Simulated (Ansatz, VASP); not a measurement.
Ti3Al: VASP beside Ansatz

```xyz
4
Lattice="2.9220 0.0000 0.0000 -1.4610 2.5305 0.0000 0.0000 0.0000 9.2057" Properties=species:S:1:pos:R:3 pbc="T T T"
Ti    1.4610    0.8435    0.0000
Ti    0.0000    1.6870    6.9035
Ti    0.0000    1.6870    2.3022
Al    1.4610    0.8435    4.6029
```

Alike in both runs: functional r2SCAN; k mesh 8 × 8 × 3; occupations fermi-dirac, width 0.1 eV; no spin polarisation.

Ansatz relaxed the structure, and its values are those at the end. VASP's run is a single point on that final structure, the one shown.

|  | VASP | Ansatz |
| --- | --- | --- |
| version | VASP 6.6.1 | Ansatz 0.2.0 |
| potentials or method | VASP PAW PBE potentials, release 64 (Ti_sv, Al) | plane waves, PAW |
| plane-wave cutoff (eV) | 520 | 500 |
| valence electrons in the cell | 39 | 39 |

```csv
,VASP,Ansatz,Ansatz less VASP
pressure (GPa),0.2,0.0,-0.26
rms of the force components (eV/Å),0.008,0.000,-0.0074
```

VASP's potentials were made for PBE, not for r2SCAN. With one functional, cell and mesh, what is left measures potentials, basis and numerics. Ansatz's warnings: stress scf threshold loose.
